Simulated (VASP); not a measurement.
# TiB2 (P6/mmm) in VASP: further runs

Runs on TiB2. Level: PBEsol. Tasks: single point.

All numbers are computed with VASP 6.6.1; they aren't measurements. Logs are shortened: lines on timing, memory, paths and dates and some standing lists are left out, and cuts for length are marked.

## Step 1: The cell of the first run

Symmetry: P6/mmm, No. 191, hexagonal system. The conventional cell has a = 2.537 Å, b = 2.537 Å, c = 2.532 Å, α = 90.00°, β = 90.00°, γ = 120.00°. Ti (site symmetry 6/mmm) has 12 B at 1.94 Å and 8 Ti at 2.53 to 2.54 Å within 2.6 Å. B (site symmetry -6m2) has 3 B at 1.46 Å and 6 Ti at 1.94 Å within 2.0 Å.

## Step 2: Single point, PBEsol

INCAR reads:

```
SYSTEM = TiB2
  PREC = Accurate
  ENCUT = 520
  EDIFF = 1E-6
  ISMEAR = -1
  SIGMA = 0.05
  LREAL = .FALSE.
  LASPH = .TRUE.
  NELM = 100
  ALGO = Normal
  ISIF = 2
  LWAVE = .FALSE.
  LCHARG = .FALSE.
  GGA = PS
  NBANDS = 16
```

KPOINTS reads:

```
Automatic mesh
0
G
  14 14 11
  0 0 0
```

POSCAR reads:

```
TiB2
1.0
    2.5367536103      0.0000000000      0.0000000000
   -1.2683768051      2.1968930697      0.0000000000
    0.0000000000      0.0000000000      2.5319163320
Ti B
1 2
Direct
    0.0000000000      0.0000000000      0.0000000000
    0.3333333333      0.6666666667      0.5000000000
    0.6666666667      0.3333333333      0.5000000000
```

Potentials or basis: VASP PAW PBE potentials, release 64 (Ti_sv, B).

On the command line:

```bash
cat potpaw_PBE.64/Ti_sv/POTCAR potpaw_PBE.64/B/POTCAR > POTCAR
mpirun -np 1 vasp_std > vasp.out
```

OUTCAR:

```text
SYSTEM = TiB2
   PREC = Accurate
   ENCUT = 520
   EDIFF = 1E-6
   ISMEAR = -1
   LREAL = .FALSE.
   LASPH = .TRUE.
   NELM = 100
   ISIF = 2
   GGA = PS

 ion  position               nearest neighbor table
   1  0.000  0.000  0.000-   2 1.94   3 1.94   2 1.94   3 1.94   3 1.94   3 1.94   2 1.94   2 1.94
                             3 1.94   3 1.94   2 1.94   2 1.94
   2  0.333  0.667  0.500-   3 1.46   3 1.46   3 1.46   1 1.94   1 1.94   1 1.94   1 1.94   1 1.94
                             1 1.94
   3  0.667  0.333  0.500-   2 1.46   2 1.46   2 1.46   1 1.94   1 1.94   1 1.94   1 1.94   1 1.94
                             1 1.94

  LATTYP: Found a hexagonal cell.
 ALAT       =     2.5367536103
 C/A-ratio  =     0.9980931225

  Lattice vectors:

 A1 = (   2.5367536103,   0.0000000000,   0.0000000000)
 A2 = (  -1.2683768051,   2.1968930697,   0.0000000000)
 A3 = (   0.0000000000,   0.0000000000,   2.5319163320)

Analysis of symmetry for initial positions (statically):
=====================================================================
 Subroutine PRICEL returns:
 Original cell was already a primitive cell.

 Routine SETGRP: Setting up the symmetry group for a
 hexagonal supercell.

 Subroutine GETGRP returns: Found 24 space group operations
 (whereof 24 operations were pure point group operations)
 out of a pool of 24 trial point group operations.

The static configuration has the point symmetry D_6h.

Analysis of symmetry for dynamics (positions and initial velocities):
=====================================================================
 Subroutine PRICEL returns:
 Original cell was already a primitive cell.

 Routine SETGRP: Setting up the symmetry group for a
 hexagonal supercell.

 Subroutine GETGRP returns: Found 24 space group operations
 (whereof 24 operations were pure point group operations)
 out of a pool of 24 trial point group operations.

The dynamic configuration has the point symmetry D_6h.

 Subroutine INISYM returns: Found 24 space group operations
 (whereof 24 operations are pure point group operations),
 and found     1 'primitive' translations

----------------------------------------------------------------------------------------

                                     Primitive cell

  volume of cell :      14.1103

  direct lattice vectors                    reciprocal lattice vectors
     2.536753610  0.000000000  0.000000000     0.394204623  0.227594145  0.000000000
    -1.268376805  2.196893070  0.000000000     0.000000000  0.455188290  0.000000000
     0.000000000  0.000000000  2.531916332     0.000000000  0.000000000  0.394957759

  length of vectors
     2.536753610  2.536753610  2.531916332     0.455188290  0.455188290  0.394957759

  position of ions in fractional coordinates (direct lattice)
     0.000000000  0.000000000  0.000000000
     0.333333333  0.666666667  0.500000000
     0.666666667  0.333333333  0.500000000

  ion indices of the primitive-cell ions
   primitive index   ion index
                 1           1
                 2           2
                 3           3

----------------------------------------------------------------------------------------

 KPOINTS: Automatic mesh

Automatic generation of k-mesh.
 Grid dimensions read from file:
 generate k-points for:   14   14   11

 Generating k-lattice:

  Cartesian coordinates                     Fractional coordinates (reciprocal lattice)
     0.028157473  0.016256725  0.000000000     0.071428571 -0.000000000  0.000000000
     0.000000000  0.032513449  0.000000000     0.000000000  0.071428571  0.000000000
     0.000000000  0.000000000  0.035905251     0.000000000  0.000000000  0.090909091

  Length of vectors
     0.032513449  0.032513449  0.035905251

  Shift w.r.t. Gamma in fractional coordinates (k-lattice)
     0.000000000  0.000000000  0.000000000

 Subroutine IBZKPT returns following result:
 ===========================================

 Found    144 irreducible k-points:

 Following reciprocal coordinates:
            Coordinates               Weight
  0.000000  0.000000  0.000000      1.000000
  0.071429 -0.000000  0.000000      6.000000
  0.142857 -0.000000  0.000000      6.000000
  0.214286 -0.000000  0.000000      6.000000
  0.285714 -0.000000  0.000000      6.000000
  0.357143 -0.000000  0.000000      6.000000
[... 16 lines left out ...]
  0.285714  0.285714  0.000000      6.000000
  0.357143  0.285714  0.000000      6.000000
 [... further k-points ...]
   k-points           NKPTS =    144   k-points in BZ     NKDIM =    144   number of bands    NBANDS=     16
   number of dos      NEDOS =    301   number of ions     NIONS =      3
   total plane-waves  NPLWV =   8000
   dimension x,y,z NGX =    20 NGY =   20 NGZ =   20
   dimension x,y,z NGXF=    40 NGYF=   40 NGZF=   40
   ions per type =               1   2
   NGX,Y,Z   is equivalent  to a cutoff of  13.11, 13.11, 13.13 a.u.
   NGXF,Y,Z  is equivalent  to a cutoff of  26.21, 26.21, 26.26 a.u.
 SYSTEM =  TiB2
   PREC   = accura    normal or accurate (medium, high low for compatibility)
   ISTART =      0    job   : 0-new  1-cont  2-samecut
   ICHARG =      2    charge: 1-file 2-atom 10-const
   ISPIN  =      1    spin polarized calculation?
   LNONCOLLINEAR =      F non collinear calculations
   LSORBIT =      F    spin-orbit coupling
   LASPH  =      T    aspherical Exc in radial PAW
   ENCUT  =  520.0 eV  38.22 Ry    6.18 a.u.   4.72  4.72  4.71*2*pi/ulx,y,z
   NELM   =    100;   NELMIN=  2; NELMDL= -5     # of ELM steps
   EDIFF  = 0.1E-05   stopping-criterion for ELM
   LREAL  =      F    real-space projection
   EDIFFG = 0.1E-04   stopping-criterion for IOM
   NSW    =      0    number of steps for IOM
   IBRION =     -1    ionic relax: 0-MD 1-quasi-New 2-CG
   NFREE  =      0    steps in history (QN), initial steepest desc. (CG)
   ISIF   =      2    stress and relaxation
   ISYM   =      2    0-nonsym 1-usesym 2-fastsym
   POTIM  = 0.5000    time-step for ionic-motion
   TEBEG  =    0.0;   TEEND  =   0.0 temperature during run
   PSTRESS=    0.0 pullay stress
   NELECT =      18.0000    total number of electrons
   NUPDOWN=      -1.0000    fix difference up-down
   EMIN   =  10.00;   EMAX   =-10.00  energy-range for DOS
   EFERMI =   0.00;   METHOD = LEGACY
   ISMEAR =    -1;   SIGMA  =   0.05  broadening in eV -4-tet -1-fermi 0-gaus
   EFERMI_NEDOS =   21; number of points for ismear=-14 and -15
   IALGO  =     38    algorithm
   IMIX   =      4    mixing-type and parameters
     AMIX     =   0.40;   BMIX     =  1.00
     AMIX_MAG =   1.60;   BMIX_MAG =  1.00
  volume/ion in A,a.u.               =       4.70        31.74
  Fermi-wavevector in a.u.,A,eV,Ry     =   1.775498  3.355204 42.890905  3.152393
  Thomas-Fermi vector in A             =   2.841280
   LORBIT       =      0    0 simple, 1 ext, 2 COOP (PROOUT), +10 PAW based schemes
   GGA     = PS    functional components
   LHFCALC =     F    Hartree Fock is set to
   AEXX    =    0.0000 exact exchange contribution
   IVDW    =     0    specifies the selected vdW correction
   LEPSILON=     F    determine dielectric tensor
   LRPA    =     F    only Hartree local field effects (RPA)
 non-spin polarized calculation
  energy-cutoff  :      520.00
  volume of cell :       14.11
 maximum number of plane-waves:       399
 NGX is ok and might be reduce to    20
   NGX =  9   NGY =  9   NGZ =  9

 number of electron      18.0000000 magnetization

 Free energy of the ion-electron system (eV)
  ---------------------------------------------------
  ext. energy  EPLUGINS =         0.00000000
  ---------------------------------------------------
  free energy    TOTEN  =       -15.96251409 eV

  energy without entropy =      -15.96022377  energy(sigma->0) =      -15.96136893

 E-fermi :  17.5472     XC(G=0): -16.0418

 val. band max:       17.5399283289   @ k =   0.0714   0.0714   0.2727
 cond. band min:      17.5671241186   @ k =   0.0714  -0.0000   0.3636
 fundamental gap:      0.0271957897
 Fermi energy:        17.5472398042

 k-point     1 :       0.0000    0.0000    0.0000
  band No.  band energies     occupation
      1     -37.8224      2.00000
      2     -14.0110      2.00000
      3     -13.1684      2.00000
      4     -13.1684      2.00000
      5       2.0290      2.00000
      6      12.7372      2.00000
[... 8 lines left out ...]
     15      26.6374      0.00000
     16      28.7645      0.00000

 k-point     2 :       0.0714   -0.0000    0.0000
  band No.  band energies     occupation
      1     -37.7989      2.00000
      2     -13.9871      2.00000
      3     -13.3111      2.00000
      4     -13.1994      2.00000
      5       2.1985      2.00000
      6      12.4993      2.00000
[... 8 lines left out ...]
     15      28.1212      0.00000
     16      29.3470      0.00000

 k-point     3 :       0.1429   -0.0000    0.0000
  band No.  band energies     occupation
      1     -37.7323      2.00000
      2     -13.9196      2.00000
      3     -13.6981      2.00000
      4     -13.2852      2.00000
      5       2.6675      2.00000
      6      11.8895      2.00000
[... 8 lines left out ...]
     15      30.2262      0.00000
     16      30.7383      0.00000

 k-point     4 :       0.2143   -0.0000    0.0000
  band No.  band energies     occupation
      1     -37.6344      2.00000
      2     -14.2292      2.00000
      3     -13.8207      2.00000
      4     -13.4070      2.00000
      5       3.3374      2.00000
      6      11.1226      2.00000
[... 8 lines left out ...]
     15      31.5189      0.00000
     16      32.4353      0.00000
[... 324 lines left out ...]
 k-point    22 :       0.3571    0.2143    0.0000
  band No.  band energies     occupation
      1     -37.2847      2.00000
      2     -15.3708      2.00000
      3     -14.4125      2.00000
      4     -13.4715      2.00000
      5       6.6581      2.00000
      6       9.3097      2.00000
[... 8 lines left out ...]
     15      32.8376      0.00000
     16      36.2923      0.00000

 k-point    23 :       0.2857    0.2857    0.0000
  band No.  band energies     occupation
      1     -37.2792      2.00000
      2     -15.2342      2.00000
      3     -14.5991      2.00000
      4     -13.4660      2.00000
      5       6.9252      2.00000
      6       9.3969      2.00000
[... 8 lines left out ...]
     15      33.6174      0.00000
     16      35.9106      0.00000

 k-point    24 :       0.3571    0.2857    0.0000
  band No.  band energies     occupation
      1     -37.2630      2.00000
      2     -15.1550      2.00000
      3     -14.7794      2.00000
      4     -13.4501      2.00000
      5       7.4061      2.00000
      6       9.2699      2.00000
[... 8 lines left out ...]
     15      34.1758      0.00000
     16      35.6067      0.00000

 [... further k-points ...]

------------------------ aborting loop because EDIFF is reached ----------------------------------------

  FORCE on cell =-STRESS in cart. coord.  units (eV):
  Direction    XX          YY          ZZ          XY          YZ          ZX
  --------------------------------------------------------------------------------------
  -------------------------------------------------------------------------------------
  Total       39.9561446     39.9561446     39.7546809      0.0000000     -0.0000000      0.0000000
  in kB     4536.8832353   4536.8832355   4514.0077217      0.0000001     -0.0000000      0.0000000
  external PRESSURE =    4529.2580642 kB  Pullay stress =       0.0000000 kB

 VOLUME and BASIS-vectors are now :
 -----------------------------------------------------------------------------
  energy-cutoff  :      520.00
  volume of cell :       14.11
      direct lattice vectors                 reciprocal lattice vectors
     2.536753610  0.000000000  0.000000000     0.394204623  0.227594145  0.000000000
    -1.268376805  2.196893070  0.000000000     0.000000000  0.455188290  0.000000000
     0.000000000  0.000000000  2.531916332     0.000000000  0.000000000  0.394957759

 POSITION                                       TOTAL-FORCE (eV/Angst)
 -----------------------------------------------------------------------------------
      0.00000      0.00000      0.00000        -0.000000      0.000000      0.000000
     -0.00000      1.46460      1.26596        -0.000000      0.000000      0.000000
      1.26838      0.73230      1.26596         0.000000     -0.000000      0.000000
 -----------------------------------------------------------------------------------
    total drift:                               -0.000000      0.000000      0.000000

  FREE ENERGIE OF THE ION-ELECTRON SYSTEM (eV)
  ---------------------------------------------------
  free  energy   TOTEN  =       -15.9625140932 eV

  energy  without entropy=      -15.9602237689  energy(sigma->0) =      -15.96136893
```

Run time: 64 s. Hardware: 1 thread of Intel Xeon 8259CL, shared host; peak memory 0.15 GiB.

What came out:

- Free energy: -15.9625 eV
- Pressure: 452.9 GPa
- Band gap on the k mesh: zero (bands 9 and 10 overlap by 1.95 eV)

Stress tensor (GPa, compression positive):
```
453.69   0.00   0.00
  0.00 453.69   0.00
  0.00   0.00 451.40
```

Levels at points of the mesh, in eV from the Fermi level:
```
           k point  band 7  band 8  band 9  band 10  band 11  band 12
(0.00, 0.00, 0.00)   -4.81   -3.98   -0.34     4.41     4.41     8.31
(0.50, 0.00, 0.00)   -4.51   -4.31   -3.61     3.22     5.54     6.43
```

Caveat: the cell stands under pressure; the PAW data sets were made with another functional, which shifts forces and pressure a little.

## Step 3: Single point, PBEsol

This run uses another cell than the first one, of 6.41 Å³/atom.

INCAR reads:

```
SYSTEM = TiB2
PREC = Accurate ; ENCUT = 520
EDIFF = 1E-6 ; ISMEAR = -1
SIGMA = 0.05 ; LREAL = .FALSE.
LASPH = .TRUE. ; NELM = 60
ALGO = Normal ; ISIF = 2
LWAVE = .FALSE. ; LCHARG = .FALSE.
GGA = PS ; NBANDS = 16
```

KPOINTS reads:

```
regular mesh
0
G
  14 14 11
  0 0 0
```

POSCAR reads:

```
TiB2
1.0
    2.7872979094      0.0000000000      0.0000000000
   -1.3936489547      2.4138707974      0.0000000000
    0.0000000000      0.0000000000      2.8598135546
Ti B
1 2
Direct
    0.0000000000      0.0000000000      0.0000000000
    0.3333333333      0.6666666667      0.5000000000
    0.6666666667      0.3333333333      0.5000000000
```

Potentials or basis: VASP PAW PBE potentials, release 64 (Ti_sv, B).

On the command line:

```bash
cat potpaw_PBE.64/Ti_sv/POTCAR potpaw_PBE.64/B/POTCAR > POTCAR
mpirun -np 1 vasp_std > vasp.out
```

Wall time 66 s (1 thread of Intel Xeon 8259CL, shared host); peak memory 0.17 GiB.

The run converged. Its results:

```
Free energy            : -24.0453 eV
Pressure               : 117.4 GPa
Band gap on the k mesh : zero (bands 9 and 10 overlap by 0.99 eV)
```

Stress tensor (GPa, compression positive):
```
117.59   0.00   0.00
  0.00 117.59   0.00
  0.00   0.00 117.14
```

Levels at points of the mesh, in eV from the Fermi level:
```tsv
k point	band 6	band 7	band 8	band 9	band 10	band 11	band 12	band 13
(0.00, 0.00, 0.00)	-3.56	-3.56	-2.86	-1.66	2.93	2.93	5.60	5.60
(0.50, 0.00, 0.00)	-9.37	-3.79	-3.64	-3.14	2.12	3.93	4.64	4.73
```

Caveat: the cell stands under pressure; the PAW data sets were made with another functional, which shifts forces and pressure a little.

(Continued in part 2 of 2.)
